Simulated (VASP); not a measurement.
# TiPt3 (Pm-3m) in VASP: further runs

The runs below take TiPt3 through single point, relaxation of cell and atoms, with PBE.

Everything below comes from runs of VASP 6.6.1. Logs are shortened: lines on timing, memory, paths and dates and some standing lists are left out, and cuts for length are marked.

**1. The cell of the first run**

It takes space group Pm-3m (No. 221, cubic). Conventional cell: a = 3.947 Å, b = 3.947 Å, c = 3.947 Å, α = 90.00°, β = 90.00°, γ = 90.00°. Within 3.7 Å of Ti (site symmetry m-3m) lie 12 Pt at 2.79 Å. Pt (site symmetry 4/mmm) has 4 Ti at 2.79 Å and 8 Pt at 2.79 Å within 3.7 Å.

**2. Single point, PBE**

File INCAR:

```
  PREC = Accurate
  ENCUT = 520
  EDIFF = 1E-6
  ISMEAR = 0
  SIGMA = 0.05
  LREAL = F
  LASPH = T
  NELM = 100
  ALGO = Normal
  ISIF = 2
  LWAVE = F
  LCHARG = T
  GGA = PE
  LELF = T
  LVHAR = T
  NBANDS = 29
```

File KPOINTS:

```
regular mesh
0
Gamma
  5 5 5
```

File POSCAR:

```
TiPt3
1.0
    3.9474635632      0.0000000000      0.0000000000
    0.0000000000      3.9474635632      0.0000000000
    0.0000000000      0.0000000000      3.9474635632
Ti Pt
1 3
Direct
    0.0000000000      0.0000000000      0.0000000000
    0.0000000000      0.5000000000      0.5000000000
    0.5000000000      0.0000000000      0.5000000000
    0.5000000000      0.5000000000      0.0000000000
```

Potentials or basis: VASP PAW PBE potentials, release 64 (Ti_sv, Pt).

The run is started by

```sh
$ cat potpaw_PBE.64/Ti_sv/POTCAR potpaw_PBE.64/Pt/POTCAR > POTCAR
$ mpirun -np 1 vasp_std > vasp.out
```

OUTCAR:

```text
PREC = Accurate
   ENCUT = 520
   EDIFF = 1E-6
   ISMEAR = 0
   LREAL = F
   LASPH = T
   NELM = 100
   ISIF = 2
   GGA = PE

 ion  position               nearest neighbor table
   1  0.000  0.000  0.000-   2 2.79   3 2.79   4 2.79   2 2.79   3 2.79   2 2.79   4 2.79   2 2.79
                             3 2.79   4 2.79   3 2.79   4 2.79
   2  0.000  0.500  0.500-   1 2.79   3 2.79   4 2.79   1 2.79   4 2.79   1 2.79   3 2.79   1 2.79
                             3 2.79   4 2.79   4 2.79   3 2.79
   3  0.500  0.000  0.500-   1 2.79   2 2.79   4 2.79   1 2.79   4 2.79   2 2.79   4 2.79   4 2.79
                             1 2.79   2 2.79   1 2.79   2 2.79
   4  0.500  0.500  0.000-   1 2.79   2 2.79   3 2.79   2 2.79   3 2.79   1 2.79   3 2.79   3 2.79
                             1 2.79   2 2.79   2 2.79   1 2.79

  LATTYP: Found a simple cubic cell.
 ALAT       =     3.9474635632

  Lattice vectors:

 A1 = (   3.9474635632,   0.0000000000,   0.0000000000)
 A2 = (   0.0000000000,   3.9474635632,   0.0000000000)
 A3 = (   0.0000000000,   0.0000000000,   3.9474635632)

Analysis of symmetry for initial positions (statically):
=====================================================================
 Subroutine PRICEL returns:
 Original cell was already a primitive cell.

 Routine SETGRP: Setting up the symmetry group for a
 simple cubic supercell.

 Subroutine GETGRP returns: Found 48 space group operations
 (whereof 48 operations were pure point group operations)
 out of a pool of 48 trial point group operations.

The static configuration has the point symmetry O_h .

Analysis of symmetry for dynamics (positions and initial velocities):
=====================================================================
 Subroutine PRICEL returns:
 Original cell was already a primitive cell.

 Routine SETGRP: Setting up the symmetry group for a
 simple cubic supercell.

 Subroutine GETGRP returns: Found 48 space group operations
 (whereof 48 operations were pure point group operations)
 out of a pool of 48 trial point group operations.

The dynamic configuration has the point symmetry O_h .

 Subroutine INISYM returns: Found 48 space group operations
 (whereof 48 operations are pure point group operations),
 and found     1 'primitive' translations

----------------------------------------------------------------------------------------

                                     Primitive cell

  volume of cell :      61.5112

  direct lattice vectors                    reciprocal lattice vectors
     3.947463563  0.000000000  0.000000000     0.253327227  0.000000000  0.000000000
     0.000000000  3.947463563  0.000000000     0.000000000  0.253327227  0.000000000
     0.000000000  0.000000000  3.947463563     0.000000000  0.000000000  0.253327227

  length of vectors
     3.947463563  3.947463563  3.947463563     0.253327227  0.253327227  0.253327227

  position of ions in fractional coordinates (direct lattice)
     0.000000000  0.000000000  0.000000000
     0.000000000  0.500000000  0.500000000
     0.500000000  0.000000000  0.500000000
     0.500000000  0.500000000  0.000000000

  ion indices of the primitive-cell ions
   primitive index   ion index
                 1           1
                 2           2
                 3           3
                 4           4

----------------------------------------------------------------------------------------

 KPOINTS: regular mesh

Automatic generation of k-mesh.
 Grid dimensions read from file:
 generate k-points for:    5    5    5

 Generating k-lattice:

  Cartesian coordinates                     Fractional coordinates (reciprocal lattice)
     0.050665445  0.000000000  0.000000000     0.200000000  0.000000000  0.000000000
     0.000000000  0.050665445  0.000000000     0.000000000  0.200000000  0.000000000
     0.000000000  0.000000000  0.050665445     0.000000000  0.000000000  0.200000000

  Length of vectors
     0.050665445  0.050665445  0.050665445

  Shift w.r.t. Gamma in fractional coordinates (k-lattice)
     0.000000000  0.000000000  0.000000000

 Subroutine IBZKPT returns following result:
 ===========================================

 Found     10 irreducible k-points:

 Following reciprocal coordinates:
            Coordinates               Weight
  0.000000  0.000000  0.000000      1.000000
  0.200000  0.000000  0.000000      6.000000
  0.400000  0.000000  0.000000      6.000000
  0.200000  0.200000  0.000000     12.000000
  0.400000  0.200000  0.000000     24.000000
  0.400000  0.400000  0.000000     12.000000
  0.200000  0.200000  0.200000      8.000000
  0.400000  0.200000  0.200000     24.000000
  0.400000  0.400000  0.200000     24.000000
  0.400000  0.400000  0.400000      8.000000
   k-points           NKPTS =     10   k-points in BZ     NKDIM =     10   number of bands    NBANDS=     29
   number of dos      NEDOS =    301   number of ions     NIONS =      4
   total plane-waves  NPLWV =  27000
   dimension x,y,z NGX =    30 NGY =   30 NGZ =   30
   dimension x,y,z NGXF=    60 NGYF=   60 NGZF=   60
   ions per type =               1   3
   NGX,Y,Z   is equivalent  to a cutoff of  12.63, 12.63, 12.63 a.u.
   NGXF,Y,Z  is equivalent  to a cutoff of  25.27, 25.27, 25.27 a.u.
 SYSTEM =  unknown system
   PREC   = accura    normal or accurate (medium, high low for compatibility)
   ISTART =      0    job   : 0-new  1-cont  2-samecut
   ICHARG =      2    charge: 1-file 2-atom 10-const
   ISPIN  =      1    spin polarized calculation?
   LNONCOLLINEAR =      F non collinear calculations
   LSORBIT =      F    spin-orbit coupling
   LASPH  =      T    aspherical Exc in radial PAW
   ENCUT  =  520.0 eV  38.22 Ry    6.18 a.u.   7.34  7.34  7.34*2*pi/ulx,y,z
   NELM   =    100;   NELMIN=  2; NELMDL= -5     # of ELM steps
   EDIFF  = 0.1E-05   stopping-criterion for ELM
   LREAL  =      F    real-space projection
   EDIFFG = 0.1E-04   stopping-criterion for IOM
   NSW    =      0    number of steps for IOM
   IBRION =     -1    ionic relax: 0-MD 1-quasi-New 2-CG
   NFREE  =      0    steps in history (QN), initial steepest desc. (CG)
   ISIF   =      2    stress and relaxation
   ISYM   =      2    0-nonsym 1-usesym 2-fastsym
   POTIM  = 0.5000    time-step for ionic-motion
   TEBEG  =    0.0;   TEEND  =   0.0 temperature during run
   PSTRESS=    0.0 pullay stress
   NELECT =      42.0000    total number of electrons
   NUPDOWN=      -1.0000    fix difference up-down
   EMIN   =  10.00;   EMAX   =-10.00  energy-range for DOS
   EFERMI =   0.00;   METHOD = LEGACY
   ISMEAR =     0;   SIGMA  =   0.05  broadening in eV -4-tet -1-fermi 0-gaus
   EFERMI_NEDOS =   21; number of points for ismear=-14 and -15
   IALGO  =     38    algorithm
   IMIX   =      4    mixing-type and parameters
     AMIX     =   0.40;   BMIX     =  1.00
     AMIX_MAG =   1.60;   BMIX_MAG =  1.00
  volume/ion in A,a.u.               =      15.38       103.77
  Fermi-wavevector in a.u.,A,eV,Ry     =   1.441583  2.724198 28.275123  2.078163
  Thomas-Fermi vector in A             =   2.560199
   LORBIT       =      0    0 simple, 1 ext, 2 COOP (PROOUT), +10 PAW based schemes
   GGA     = PE    functional components
   LHFCALC =     F    Hartree Fock is set to
   AEXX    =    0.0000 exact exchange contribution
   IVDW    =     0    specifies the selected vdW correction
   LEPSILON=     F    determine dielectric tensor
   LRPA    =     F    only Hartree local field effects (RPA)
 non-spin polarized calculation
 Gauss-broadening in eV      SIGMA  =   0.05
  energy-cutoff  :      520.00
  volume of cell :       61.51
 maximum number of plane-waves:      1679
 NGX is ok and might be reduce to    30
   NGX = 15   NGY = 15   NGZ = 15

 number of electron      42.0000003 magnetization

 Free energy of the ion-electron system (eV)
  ---------------------------------------------------
  ext. energy  EPLUGINS =         0.00000000
  ---------------------------------------------------
  free energy    TOTEN  =       -29.53994917 eV

  energy without entropy =      -29.53415686  energy(sigma->0) =      -29.53705302

 E-fermi :  11.1821     XC(G=0): -13.0602

 val. band max:       11.1818092304   @ k =   0.4000   0.0000   0.0000
 cond. band min:      11.3812373328   @ k =   0.4000   0.2000   0.2000
 fundamental gap:      0.1994281024
 Fermi energy:        11.1821214440

 k-point     1 :       0.0000    0.0000    0.0000
  band No.  band energies     occupation
      1     -47.0339      2.00000
      2     -23.2411      2.00000
      3     -23.2411      2.00000
      4     -23.2411      2.00000
      5       1.3334      2.00000
      6       4.1497      2.00000
[... 21 lines left out ...]
     28      13.0960      0.00000
     29      19.1833      0.00000

 k-point     2 :       0.2000    0.0000    0.0000
  band No.  band energies     occupation
      1     -47.0334      2.00000
      2     -23.2491      2.00000
      3     -23.2423      2.00000
      4     -23.2423      2.00000
      5       1.8359      2.00000
      6       4.4500      2.00000
[... 21 lines left out ...]
     28      15.1428      0.00000
     29      18.5156      0.00000

 k-point     3 :       0.4000    0.0000    0.0000
  band No.  band energies     occupation
      1     -47.0326      2.00000
      2     -23.2620      2.00000
      3     -23.2442      2.00000
      4     -23.2442      2.00000
      5       3.0999      2.00000
      6       4.6953      2.00000
[... 21 lines left out ...]
     28      17.7573      0.00000
     29      17.7820      0.00000

 k-point     4 :       0.2000    0.2000    0.0000
  band No.  band energies     occupation
      1     -47.0330      2.00000
      2     -23.2512      2.00000
      3     -23.2471      2.00000
      4     -23.2434      2.00000
      5       2.3035      2.00000
      6       4.7460      2.00000
[... 21 lines left out ...]
     28      16.4408      0.00000
     29      17.9728      0.00000

 k-point     5 :       0.4000    0.2000    0.0000
  band No.  band energies     occupation
      1     -47.0324      2.00000
      2     -23.2604      2.00000
      3     -23.2491      2.00000
      4     -23.2452      2.00000
      5       3.4973      2.00000
      6       5.0010      2.00000
[... 21 lines left out ...]
     28      16.7424      0.00000
     29      18.7794      0.00000

 k-point     6 :       0.4000    0.4000    0.0000
  band No.  band energies     occupation
      1     -47.0320      2.00000
      2     -23.2582      2.00000
      3     -23.2566      2.00000
      4     -23.2470      2.00000
      5       4.4604      2.00000
      6       5.3436      2.00000
[... 21 lines left out ...]
     28      14.8906      0.00000
     29      20.5767      0.00000

 k-point     7 :       0.2000    0.2000    0.2000
  band No.  band energies     occupation
      1     -47.0327      2.00000
      2     -23.2533      2.00000
      3     -23.2471      2.00000
      4     -23.2471      2.00000
      5       2.6989      2.00000
      6       4.9406      2.00000
[... 21 lines left out ...]
     28      14.7798      0.00000
     29      18.7780      0.00000

 k-point     8 :       0.4000    0.2000    0.2000
  band No.  band energies     occupation
      1     -47.0323      2.00000
      2     -23.2589      2.00000
      3     -23.2508      2.00000
      4     -23.2472      2.00000
      5       3.6922      2.00000
      6       4.9671      2.00000
[... 21 lines left out ...]
     28      15.9210      0.00000
     29      16.9319      0.00000

 k-point     9 :       0.4000    0.4000    0.2000
  band No.  band energies     occupation
      1     -47.0320      2.00000
      2     -23.2567      2.00000
      3     -23.2548      2.00000
      4     -23.2487      2.00000
      5       4.1942      2.00000
      6       4.8497      2.00000
[... 21 lines left out ...]
     28      14.7762      0.00000
     29      17.3328      0.00000

 k-point    10 :       0.4000    0.4000    0.4000
  band No.  band energies     occupation
      1     -47.0321      2.00000
      2     -23.2541      2.00000
      3     -23.2518      2.00000
      4     -23.2518      2.00000
      5       4.0428      2.00000
      6       4.3929      2.00000
[... 21 lines left out ...]
     28      13.2472      0.00000
     29      16.7024      0.00000

------------------------ aborting loop because EDIFF is reached ----------------------------------------

  FORCE on cell =-STRESS in cart. coord.  units (eV):
  Direction    XX          YY          ZZ          XY          YZ          ZX
  --------------------------------------------------------------------------------------
  -------------------------------------------------------------------------------------
  Total       -0.1235155     -0.1235155     -0.1235155     -0.0000000     -0.0000000     -0.0000000
  in kB       -3.2171978     -3.2171978     -3.2171978     -0.0000000     -0.0000000     -0.0000000
  external PRESSURE =      -3.2171978 kB  Pullay stress =       0.0000000 kB

 VOLUME and BASIS-vectors are now :
 -----------------------------------------------------------------------------
  energy-cutoff  :      520.00
  volume of cell :       61.51
      direct lattice vectors                 reciprocal lattice vectors
     3.947463563  0.000000000  0.000000000     0.253327227  0.000000000  0.000000000
     0.000000000  3.947463563  0.000000000     0.000000000  0.253327227  0.000000000
     0.000000000  0.000000000  3.947463563     0.000000000  0.000000000  0.253327227

 POSITION                                       TOTAL-FORCE (eV/Angst)
 -----------------------------------------------------------------------------------
      0.00000      0.00000      0.00000         0.000000      0.000000      0.000000
      0.00000      1.97373      1.97373         0.000000      0.000000      0.000000
      1.97373      0.00000      1.97373         0.000000      0.000000      0.000000
      1.97373      1.97373      0.00000         0.000000      0.000000      0.000000
 -----------------------------------------------------------------------------------
    total drift:                                0.000000      0.000000     -0.000000

  FREE ENERGIE OF THE ION-ELECTRON SYSTEM (eV)
  ---------------------------------------------------
  free  energy   TOTEN  =       -29.5399491723 eV

  energy  without entropy=      -29.5341568633  energy(sigma->0) =      -29.53705302
```

Run time: 36 s. Hardware: 1 thread of Intel Xeon 8259CL, shared host; peak memory 0.17 GiB.

What came out:

```yaml
Free_energy: -29.5399 eV
Pressure: -0.3 GPa
Band_gap_on_the_k_mesh: zero (band 21 reaches 12.50 eV, above the bottom of band 22 at 11.17 eV)
```

Levels at points of the mesh, in eV from the Fermi level:
```csv
k point,band 19,band 20,band 21,band 22,band 23,band 24
"(0.00, 0.00, 0.00)",0.00,0.00,1.32,1.32,1.61,1.61
```

Caveat: spin-orbit coupling is left out, which moves the levels of the heavy elements.

**3. Relaxation of cell and atoms, PBE**

This run uses another cell than the first one, of 14.80 Å³/atom, 0.962 times its volume.

File INCAR:

```
SYSTEM = TiPt3
PREC = Accurate
ENCUT = 600
EDIFF = 1E-7
ISMEAR = 0
SIGMA = 0.05
LREAL = .FALSE.
LASPH = .TRUE.
NELM = 60
ALGO = Normal
ISIF = 3
LWAVE = .FALSE.
LCHARG = .FALSE.
GGA = PE
IBRION = 2
NSW = 80
EDIFFG = -0.02
```

File KPOINTS:

```
regular mesh
0
G
  5 5 5
  0 0 0
```

File POSCAR:

```
TiPt3
1.0
    3.8970000000      0.0000000000      0.0000000000
    0.0000000000      3.8970000000      0.0000000000
    0.0000000000      0.0000000000      3.8970000000
Ti Pt
1 3
Direct
    0.0000000000      0.0000000000      0.0000000000
    0.0000000000      0.5000000000      0.5000000000
    0.5000000000      0.0000000000      0.5000000000
    0.5000000000      0.5000000000      0.0000000000
```

Potentials or basis: VASP PAW PBE potentials, release 64 (Ti_sv, Pt).

The run is started by

```sh
$ cat potpaw_PBE.64/Ti_sv/POTCAR potpaw_PBE.64/Pt/POTCAR > POTCAR
$ mpirun -np 1 vasp_std > vasp.out
```

Run time: 2.2 min. Hardware: 1 thread of Intel Xeon 8259CL, shared host; peak memory 0.2 GiB.

It converged, with:

```
Free energy                            : -29.5394 eV
Relaxed volume                         : 15.36 Å³/atom
Relaxed cell                           : a = 3.946 Å, b = 3.946 Å, c = 3.946 Å, α = 90.00°, β = 90.00°, γ = 90.00°
Space group after relaxing (to 0.05 Å) : Pm-3m (No. 221)
Energy gained by relaxing              : 16.3 meV/atom
Ionic steps                            : 4
Pressure after relaxing                : 0.0 GPa
Band gap on the k mesh                 : zero (band 21 reaches 12.52 eV, above the bottom of band 22 at 11.18 eV)
```

Step by step:
```
step  energy change (eV)  largest force (eV/Å)  pressure (GPa)  volume (Å³)
   1              0.0000                0.0000            9.66        59.18
   2              0.2607                0.0000          -16.68        67.16
   3             -0.0653                0.0000           -0.29        61.51
   4             -0.0654                0.0000           -0.02        61.44
```

Final structure:
```
Ti Pt
1.0
     3.94598    0.00000    0.00000
     0.00000    3.94598    0.00000
     0.00000    0.00000    3.94598
Ti Pt
1 3
Direct
  0.00000 0.00000 0.00000
  0.00000 0.50000 0.50000
  0.50000 0.00000 0.50000
  0.50000 0.50000 0.00000
```

Levels at points of the mesh, in eV from the Fermi level:
```tsv
k point	band 17	band 18	band 19	band 20	band 21	band 22	band 23	band 24	band 25
(0.00, 0.00, 0.00)	-0.54	0.00	0.00	0.00	1.32	1.32	1.61	1.61	1.61
```

Caveat: spin-orbit coupling is left out, which moves the levels of the heavy elements. Zero-point motion and thermal expansion aren't in these numbers.
